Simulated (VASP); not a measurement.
# P in VASP: notebook

The runs below take P through single point, with PBEsol.

Program: VASP 6.6.1. These are calculated values, not measurements. Logs are shortened: lines on timing, memory, paths and dates and some standing lists are left out, and cuts for length are marked.

**1. The cell of the first run**

The typed cell holds 2 atoms: a = 3.239 Å, b = 3.239 Å, c = 3.239 Å, α = 59.99°, β = 59.99°, γ = 59.99°.

This isn't the form of P at room conditions, which is orthorhombic.

**2. Single point, PBEsol**

File INCAR:

```
SYSTEM = P
PREC = Accurate
ENCUT = 520
EDIFF = 1E-7
ISMEAR = -1
SIGMA = 0.05
LREAL = .False.
LASPH = .True.
NELM = 100
ALGO = Normal
ISIF = 2
LWAVE = .False.
LCHARG = .False.
GGA = PS
NBANDS = 12
```

File KPOINTS:

```
regular mesh
0
Gamma
  9 9 9
  0 0 0
```

File POSCAR:

```
P
1.0
    1.6192913358      0.9348982886      2.6450804488
   -1.6192913358      0.9348982886      2.6450804488
    0.0000000000     -1.8697965772      2.6450804488
P
2
Direct
    0.7500001017      0.7500001017      0.7500001017
    0.2499998983      0.2499998983      0.2499998983
```

Potentials or basis: VASP PAW PBE potentials, release 64 (P).

Run with:

```console
cat potpaw_PBE.64/P/POTCAR > POTCAR
mpirun -np 1 vasp_std > vasp.out
```

OUTCAR:

```text
SYSTEM = P
   PREC = Accurate
   ENCUT = 520
   EDIFF = 1E-7
   ISMEAR = -1
   LREAL = .False.
   LASPH = .True.
   NELM = 100
   ISIF = 2
   GGA = PS

 ion  position               nearest neighbor table
   1  0.750  0.750  0.750-   2 2.29   2 2.29   2 2.29   2 2.29   2 2.29   2 2.29
   2  0.250  0.250  0.250-   1 2.29   1 2.29   1 2.29   1 2.29   1 2.29   1 2.29

  LATTYP: Found a trigonal (rhomboedric) cell.
 ALAT       =     3.2392267319
 COS(alpha) =     0.5001988118

  Lattice vectors:

 A1 = (   1.6192913358,   0.9348982886,   2.6450804488)
 A2 = (  -1.6192913358,   0.9348982886,   2.6450804488)
 A3 = (   0.0000000000,  -1.8697965772,   2.6450804488)

Analysis of symmetry for initial positions (statically):
=====================================================================
 Subroutine PRICEL returns following result:

  LATTYP: Found a trigonal (rhomboedric) cell.
 ALAT       =     2.2902524216
 COS(alpha) =     0.0001988513

  Lattice vectors:

 A1 = (   0.0000000000,   1.8697965772,   1.3225418384)
 A2 = (  -1.6192913358,  -0.9348982886,   1.3225386104)
 A3 = (   1.6192913358,  -0.9348982886,   1.3225418384)

   2 primitive cells build up your supercell.

 Routine SETGRP: Setting up the symmetry group for a
 trigonal (rhombohedral) supercell.

 Subroutine GETGRP returns: Found 12 space group operations
 (whereof 12 operations were pure point group operations)
 out of a pool of 12 trial point group operations.

The static configuration has the point symmetry D_3d.

Analysis of symmetry for dynamics (positions and initial velocities):
=====================================================================
 Subroutine PRICEL returns following result:

  LATTYP: Found a trigonal (rhomboedric) cell.
 ALAT       =     2.2902524216
 COS(alpha) =     0.0001988513

  Lattice vectors:

 A1 = (   0.0000000000,   1.8697965772,   1.3225418384)
 A2 = (  -1.6192913358,  -0.9348982886,   1.3225386104)
 A3 = (   1.6192913358,  -0.9348982886,   1.3225418384)

   2 primitive cells build up your supercell.

 Routine SETGRP: Setting up the symmetry group for a
 trigonal (rhombohedral) supercell.

 Subroutine GETGRP returns: Found 12 space group operations
 (whereof 12 operations were pure point group operations)
 out of a pool of 12 trial point group operations.

The dynamic configuration has the point symmetry D_3d.

 Subroutine INISYM returns: Found 12 space group operations
 (whereof 12 operations are pure point group operations),
 and found     2 'primitive' translations

----------------------------------------------------------------------------------------

                                     Primitive cell

  volume of cell :      12.0130

  direct lattice vectors                    reciprocal lattice vectors
     0.000000000  1.869796577  1.322541838    -0.000000251  0.356544880  0.252040121
    -1.619291336 -0.934898289  1.322538610    -0.308777300 -0.178272657  0.252040121
     1.619291336 -0.934898289  1.322541838     0.308776798 -0.178272657  0.252040121

  length of vectors
     2.290252422  2.290250558  2.290252422     0.436633111  0.436633466  0.436633111

  position of ions in fractional coordinates (direct lattice)
     0.499999593  0.499999593  0.499999593

  ion indices of the primitive-cell ions
   primitive index   ion index
                 1           1

----------------------------------------------------------------------------------------

 KPOINTS: regular mesh

Automatic generation of k-mesh.
 Grid dimensions read from file:
 generate k-points for:    9    9    9

 Generating k-lattice:

  Cartesian coordinates                     Fractional coordinates (reciprocal lattice)
     0.034308561  0.019808057  0.014002235     0.111111111  0.000000000 -0.000000000
    -0.034308561  0.019808057  0.014002235     0.000000000  0.111111111 -0.000000000
     0.000000000 -0.039616114  0.014002235    -0.000000000 -0.000000000  0.111111111

  Length of vectors
     0.042017842  0.042017842  0.042017842

  Shift w.r.t. Gamma in fractional coordinates (k-lattice)
     0.000000000  0.000000000  0.000000000

 Subroutine IBZKPT returns following result:
 ===========================================

 Found     85 irreducible k-points:

 Following reciprocal coordinates:
            Coordinates               Weight
  0.000000  0.000000  0.000000      1.000000
  0.111111 -0.000000  0.000000      6.000000
  0.222222 -0.000000 -0.000000      6.000000
  0.333333 -0.000000  0.000000      6.000000
  0.444444 -0.000000 -0.000000      6.000000
  0.111111  0.111111  0.000000      6.000000
[... 16 lines left out ...]
 -0.333333  0.333333  0.000000      6.000000
  0.444444  0.444444 -0.000000      6.000000
 [... further k-points ...]
   k-points           NKPTS =     85   k-points in BZ     NKDIM =     85   number of bands    NBANDS=     12
   number of dos      NEDOS =    301   number of ions     NIONS =      2
   total plane-waves  NPLWV =  13824
   dimension x,y,z NGX =    24 NGY =   24 NGZ =   24
   dimension x,y,z NGXF=    48 NGYF=   48 NGZF=   48
   ions per type =               2
   NGX,Y,Z   is equivalent  to a cutoff of  12.32, 12.32, 12.32 a.u.
   NGXF,Y,Z  is equivalent  to a cutoff of  24.63, 24.63, 24.63 a.u.
 SYSTEM =  P
   PREC   = accura    normal or accurate (medium, high low for compatibility)
   ISTART =      0    job   : 0-new  1-cont  2-samecut
   ICHARG =      2    charge: 1-file 2-atom 10-const
   ISPIN  =      1    spin polarized calculation?
   LNONCOLLINEAR =      F non collinear calculations
   LSORBIT =      F    spin-orbit coupling
   LASPH  =      T    aspherical Exc in radial PAW
   ENCUT  =  520.0 eV  38.22 Ry    6.18 a.u.   6.02  6.02  6.02*2*pi/ulx,y,z
   NELM   =    100;   NELMIN=  2; NELMDL= -5     # of ELM steps
   EDIFF  = 0.1E-06   stopping-criterion for ELM
   LREAL  =      F    real-space projection
   EDIFFG = 0.1E-05   stopping-criterion for IOM
   NSW    =      0    number of steps for IOM
   IBRION =     -1    ionic relax: 0-MD 1-quasi-New 2-CG
   NFREE  =      0    steps in history (QN), initial steepest desc. (CG)
   ISIF   =      2    stress and relaxation
   ISYM   =      2    0-nonsym 1-usesym 2-fastsym
   POTIM  = 0.5000    time-step for ionic-motion
   TEBEG  =    0.0;   TEEND  =   0.0 temperature during run
   PSTRESS=    0.0 pullay stress
   NELECT =      10.0000    total number of electrons
   NUPDOWN=      -1.0000    fix difference up-down
   EMIN   =  10.00;   EMAX   =-10.00  energy-range for DOS
   EFERMI =   0.00;   METHOD = LEGACY
   ISMEAR =    -1;   SIGMA  =   0.05  broadening in eV -4-tet -1-fermi 0-gaus
   EFERMI_NEDOS =   21; number of points for ismear=-14 and -15
   IALGO  =     38    algorithm
   IMIX   =      4    mixing-type and parameters
     AMIX     =   0.40;   BMIX     =  1.00
     AMIX_MAG =   1.60;   BMIX_MAG =  1.00
  volume/ion in A,a.u.               =      12.01        81.07
  Fermi-wavevector in a.u.,A,eV,Ry     =   1.222311  2.309833 20.327700  1.494044
  Thomas-Fermi vector in A             =   2.357462
   LORBIT       =      0    0 simple, 1 ext, 2 COOP (PROOUT), +10 PAW based schemes
   GGA     = PS    functional components
   LHFCALC =     F    Hartree Fock is set to
   AEXX    =    0.0000 exact exchange contribution
   IVDW    =     0    specifies the selected vdW correction
   LEPSILON=     F    determine dielectric tensor
   LRPA    =     F    only Hartree local field effects (RPA)
 non-spin polarized calculation
  energy-cutoff  :      520.00
  volume of cell :       24.03
 maximum number of plane-waves:       656
   NGX = 13   NGY = 13   NGZ = 13

 number of electron      10.0000000 magnetization

 number of electron       9.9999998 magnetization

 Free energy of the ion-electron system (eV)
  ---------------------------------------------------
  ext. energy  EPLUGINS =         0.00000000
  ---------------------------------------------------
  free energy    TOTEN  =       -11.17468078 eV

  energy without entropy =      -11.16746461  energy(sigma->0) =      -11.17107270

 E-fermi :  12.5363     XC(G=0): -12.2258

 val. band max:       12.5096238695   @ k =   0.3333   0.3333   0.3333
 cond. band min:      12.5672532296   @ k =  -0.2222   0.2222   0.0000
 fundamental gap:      0.0576293601
 Fermi energy:        12.5363284676

 k-point     1 :       0.0000    0.0000    0.0000
  band No.  band energies     occupation
      1      -6.0870      2.00000
      2      10.1758      2.00000
      3      10.1821      2.00000
      4      10.1821      2.00000
      5      13.4216      0.00000
      6      16.4821      0.00000
      7      16.4884      0.00000
      8      16.4884      0.00000
      9      18.6814      0.00000
     10      18.6814      0.00000
     11      18.6838      0.00000
     12      19.0953      0.00000

 k-point     2 :       0.1111   -0.0000    0.0000
  band No.  band energies     occupation
      1      -5.8410      2.00000
      2       8.2939      2.00000
      3      10.0865      2.00000
      4      10.0917      2.00000
      5      14.2343      0.00000
      6      16.3135      0.00000
      7      16.3139      0.00000
      8      17.0508      0.00000
      9      17.0566      0.00000
     10      17.1409      0.00000
     11      18.2027      0.00000
     12      21.8881      0.00000

 k-point     3 :       0.2222   -0.0000   -0.0000
  band No.  band energies     occupation
      1      -5.1053      2.00000
      2       5.3333      2.00000
      3       9.9643      2.00000
      4       9.9689      2.00000
      5      14.1890      0.00000
      6      14.1895      0.00000
      7      14.3159      0.00000
      8      17.1289      0.00000
      9      18.6050      0.00000
     10      18.6114      0.00000
     11      19.2980      0.00000
     12      25.2651      0.00000

 k-point     4 :       0.3333   -0.0000    0.0000
  band No.  band energies     occupation
      1      -3.8871      2.00000
      2       2.4726      2.00000
      3      10.0407      2.00000
      4      10.0445      2.00000
      5      12.5064      1.29083
      6      12.5077      1.27859
      7      14.2389      0.00000
      8      15.9849      0.00000
      9      20.9078      0.00000
     10      20.9149      0.00000
     11      21.9720      0.00000
     12      28.8797      0.00000

 k-point     5 :       0.4444   -0.0000   -0.0000
  band No.  band energies     occupation
      1      -2.1997      2.00000
      2      -0.0663      2.00000
      3      10.4529      2.00000
      4      10.4559      2.00000
      5      11.2651      2.00000
      6      11.2672      2.00000
      7      14.4614      0.00000
      8      15.0549      0.00000
      9      23.8049      0.00000
     10      23.8127      0.00000
     11      24.8604      0.00000
     12      27.1826      0.00000
[... 228 lines left out ...]
      1      -2.0640      2.00000
      2       4.0081      2.00000
      3       4.3486      2.00000
      4       6.7145      2.00000
      5       7.7399      2.00000
      6      13.3526      0.00000
      7      19.0660      0.00000
      8      21.0128      0.00000
      9      23.0935      0.00000
     10      24.4243      0.00000
     11      27.4704      0.00000
     12      27.7725      0.00000

 k-point    22 :      -0.4444    0.3333    0.0000
  band No.  band energies     occupation
      1      -0.5837      2.00000
      2       1.6904      2.00000
      3       3.3571      2.00000
      4       6.9695      2.00000
      5       8.6079      2.00000
      6      15.4405      0.00000
      7      17.3031      0.00000
      8      20.4680      0.00000
      9      23.5375      0.00000
     10      24.4849      0.00000
     11      24.8533      0.00000
     12      28.0487      0.00000

 k-point    23 :      -0.3333    0.3333    0.0000
  band No.  band energies     occupation
      1      -0.3415      2.00000
      2       0.7879      2.00000
      3       3.3858      2.00000
      4       7.6784      2.00000
      5       9.5517      2.00000
      6      15.5601      0.00000
      7      18.4688      0.00000
      8      19.5408      0.00000
      9      21.9215      0.00000
     10      22.4748      0.00000
     11      23.1185      0.00000
     12      28.2346      0.00000

 k-point    24 :       0.4444    0.4444   -0.0000
  band No.  band energies     occupation
      1      -1.2324      2.00000
      2       2.7577      2.00000
      3       5.4025      2.00000
      4       6.3458      2.00000
      5       6.3501      2.00000
      6      12.2286      1.99576
      7      22.0028      0.00000
      8      22.1807      0.00000
      9      22.1824      0.00000
     10      25.2685      0.00000
     11      28.1450      0.00000
     12      28.1465      0.00000

 [... further k-points ...]
[... 5 lines left out ...]
  --------------------------------------------------------------------------------------
  -------------------------------------------------------------------------------------
  Total        4.5037719      4.5037719      4.5001984      0.0000000      0.0000000      0.0000000
  in kB      300.3360562    300.3360562    300.0977586      0.0000000      0.0000000      0.0000000
  external PRESSURE =     300.2566237 kB  Pullay stress =       0.0000000 kB

 VOLUME and BASIS-vectors are now :
 -----------------------------------------------------------------------------
  energy-cutoff  :      520.00
  volume of cell :       24.03
      direct lattice vectors                 reciprocal lattice vectors
     1.619291336  0.934898289  2.645080449     0.308777049  0.178272512  0.126020112
    -1.619291336  0.934898289  2.645080449    -0.308777049  0.178272512  0.126020112
     0.000000000 -1.869796577  2.645080449     0.000000000 -0.356545025  0.126020112

 POSITION                                       TOTAL-FORCE (eV/Angst)
 -----------------------------------------------------------------------------------
      0.00000      0.00000      5.95143         0.000000      0.000000      0.000000
      0.00000      0.00000      1.98381         0.000000     -0.000000     -0.000000
 -----------------------------------------------------------------------------------
    total drift:                               -0.000000     -0.000000     -0.000000

  FREE ENERGIE OF THE ION-ELECTRON SYSTEM (eV)
  ---------------------------------------------------
  free  energy   TOTEN  =       -11.1746807842 eV

  energy  without entropy=      -11.1674646123  energy(sigma->0) =      -11.17107270
```

It took 11 s on 1 thread of Intel Xeon Platinum 8259CL at 2.50GHz (Skylake/Cascade Lake), shared host; peak memory 0.14 GiB.

What came out:

```
Free energy            : -11.1747 eV
Pressure               : 30.0 GPa
Band gap on the k mesh : zero (bands 5 and 6 overlap by 3.00 eV)
```

Levels at points of the mesh, in eV from the Fermi level:
| k point | band 3 | band 4 | band 5 | band 6 | band 7 | band 8 |
| --- | --- | --- | --- | --- | --- | --- |
| (0.00, 0.00, 0.00) | -2.35 | -2.35 | 0.89 | 3.95 | 3.95 | 3.95 |

Caveat: the cell stands under pressure; the PAW data sets were made with another functional, which shifts forces and pressure a little.

(Continued in part 2 of 2.)
